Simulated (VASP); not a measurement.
Crystal: SiC.

```
Si C
1.0
     3.07648    0.00000    0.00000
    -1.53824    2.66431    0.00000
     0.00000    0.00000   40.26768
Si C
16 16
Direct
  0.33333 0.66667 0.81251
  0.33333 0.66667 0.56249
  0.00000 0.00000 0.37503
  0.66667 0.33333 0.93744
  0.66667 0.33333 0.06249
  0.00000 0.00000 0.24998
  0.00000 0.00000 0.87503
  0.66667 0.33333 0.68746
  0.66667 0.33333 0.49997
  0.33333 0.66667 0.43744
  0.33333 0.66667 0.99997
  0.00000 0.00000 0.74998
  0.66667 0.33333 0.31251
  0.00000 0.00000 0.62492
  0.33333 0.66667 0.18746
  0.00000 0.00000 0.12492
  0.00000 0.00000 0.17179
  0.33333 0.66667 0.48431
  0.66667 0.33333 0.35952
  0.33333 0.66667 0.04698
  0.66667 0.33333 0.54698
  0.00000 0.00000 0.92190
  0.33333 0.66667 0.60936
  0.66667 0.33333 0.73448
  0.00000 0.00000 0.42190
  0.66667 0.33333 0.98431
  0.00000 0.00000 0.79683
  0.66667 0.33333 0.10936
  0.33333 0.66667 0.85952
  0.00000 0.00000 0.29683
  0.00000 0.00000 0.67179
  0.33333 0.66667 0.23448
```

Base run:

```yaml
Program: VASP 6.6.1
Functional: r2SCAN
Potentials_or_basis: VASP PAW PBE potentials, release 64 (Si, C)
Cutoff: 520 eV
k_mesh: 10 × 10 × 1
Occupations: fermi-dirac, width 0.02 eV
Spin: no spin polarisation
```

Its results: band gap on the k mesh 2.35 eV (least direct gap 3.52 eV); pressure 0.2 GPa; largest force 0.019 eV/Å.

Problem. The run is repeated on the same cell with these changes: functional from r2SCAN to PBEsol. What comes out?

Solution. Band gap on the k mesh 1.86 eV (least direct gap 2.97 eV); pressure 0.8 GPa; largest force 0.015 eV/Å.

Caveats: the PAW data sets were made with another functional, which shifts forces and pressure a little.

A k mesh can miss the band edges.
